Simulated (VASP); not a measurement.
Sn2Ir, 3 atoms in the cell. It takes space group Fm-3m (No. 225, cubic). Conventional cell: a = 6.281 Å, b = 6.281 Å, c = 6.281 Å, α = 90.00°, β = 90.00°, γ = 90.00°. Sn (site symmetry -43m) has 4 Ir at 2.72 Å and 6 Sn at 3.14 Å within 3.6 Å. Ir (site symmetry m-3m) has 8 Sn at 2.72 Å within 3.6 Å. 

* Program: VASP 6.6.1
* Task: single point
* Functional: PBEsol
* Dispersion: D3(BJ)
* Potentials or basis: VASP PAW PBE potentials, release 64 (Sn_d, Ir)
* Cutoff: 520 eV
* k mesh: 6 × 6 × 6
* Occupations: gaussian, width 0.1 eV
* Spin: no spin polarisation
* Dipole correction: no
* Further INCAR settings: ALGO = Normal; EDIFF = 1e-07; NBANDS = 26

Potentials or basis: VASP PAW PBE potentials, release 64 (Sn_d, Ir).

Command:

```bash
$ cat potpaw_PBE.64/Sn_d/POTCAR potpaw_PBE.64/Ir/POTCAR > POTCAR
$ mpirun -np 1 vasp_std > vasp.out
```

Hardware: 1 thread of Intel(R) Xeon(R) 6975P-C (Granite Rapids), with other jobs on the host.

Task: Estimate the wall time of this run.

Result: Run time: 14 s on 1 thread of Intel(R) Xeon(R) 6975P-C (Granite Rapids) (shared host), peak memory 0.21 GiB. Counts: scf iterations 14, k points 16.
